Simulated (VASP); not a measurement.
Runs of VASP 6.6.1 on AlPt. The structure is that of space group Pm-3m (No. 221), or close to it. The cells are those of the table. 

```tsv
cell	gap on the mesh (eV)	pressure (GPa)
a = 3.036 Å, 2 atoms	none	6.5
a = 3.007 Å, 2 atoms	none	(b)
a = 3.146 Å, 2 atoms	none	-13.3
a = 3.119 Å, 2 atoms	none	-9.5
a = 3.092 Å, 2 atoms	none	(a)
a = 3.172 Å, 2 atoms	none	-16.6
a = 3.064 Å, 2 atoms	none	0.3
```

Alike in all rows: task single point; level r2SCAN; potentials or basis VASP PAW PBE potentials, release 64 (Al, Pt); no spin polarisation; k mesh 11 × 11 × 11; cutoff (eV) 520; smearing methfessel-paxton 0.05 eV.

Task: Estimate the missing entries.

Result: (a) -4.9; (b) 13.6.

Caveats: the PAW data sets were made with another functional, which shifts forces and pressure a little; spin-orbit coupling is left out, which moves the levels of the heavy elements.

A k mesh can miss the band edges, and the runs leave out spin-orbit coupling on Pt.

A gap of «none» marks levels without a gap at the run's occupations.
